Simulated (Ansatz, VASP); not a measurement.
**HfC: VASP beside Ansatz**

```xyz
4
Lattice="3.4084 0.0000 0.0000 -1.7042 2.9518 0.0000 0.0000 0.0000 5.3048" Properties=species:S:1:pos:R:3 pbc="T T T"
Hf    0.0000    1.9679    1.3262
Hf    1.7042    0.9839    3.9786
C     0.0000    0.0000    2.6524
C     0.0000    0.0000    0.0000
```

Alike in both runs: task single point; functional LDA; k mesh 9 × 9 × 5; occupations fermi-dirac, width 0.05 eV; no spin polarisation.

|  | VASP | Ansatz |
| --- | --- | --- |
| version | VASP 6.6.1 | Ansatz 0.2.0 |
| potentials or method | VASP PAW LDA potentials, release 64 (Hf_pv, C) | Ansatz PAW |
| plane-wave cutoff (eV) | 520 | 420 |
| valence electrons in the cell | 28 | 60 |

VASP gave:

```
gap on the k mesh at the Fermi level (eV)                     : none
pressure (GPa)                                                : -23.3
traceless stress, the component that is largest in VASP (GPa) : 2.60
```

Problem. Estimate Ansatz's values.

Solution. gap on the k mesh at the Fermi level (eV): none; pressure (GPa): -23.3; traceless stress, the component that is largest in VASP (GPa): 2.63.

LDA's correlation is that of Perdew and Zunger in VASP and of Perdew and Wang (1992) in Ansatz. A gap of «none» marks a metal or a gap that the smearing closes. VASP's potentials hold 28 valence electrons a cell and Ansatz's 60, so a difference there can come from the potentials and not from the codes.

Spin-orbit coupling is off throughout.
